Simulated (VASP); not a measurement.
Crystal: TcMo.

```
Tc Mo
1.0
     1.54905   -2.24036    0.00000
     1.54905    2.24036    0.00000
     0.00000    0.00000    4.42249
Tc Mo
1 1
Direct
  0.50000 0.50000 0.50000
  0.00000 0.00000 0.00000
```

Base run:

| Quantity | Value |
| --- | --- |
| Program | VASP 6.6.1 |
| Functional | r2SCAN |
| Potentials or basis | VASP PAW PBE potentials, release 64 (Tc_pv, Mo_sv) |
| Cutoff | 520 eV |
| k mesh | 7 × 7 × 4 |
| Occupations | fermi-dirac, width 0.1 eV |
| Spin | no spin polarisation |

Its results: pressure -5.7 GPa.

**Question.** The run is repeated on the same cell with these changes: k mesh from 7 × 7 × 4 to 3 × 3 × 2. What comes out?

**Answer.** Pressure 0.9 GPa.

Caveats: some runs use coarse meshes; the PAW data sets were made with another functional, which shifts forces and pressure a little.
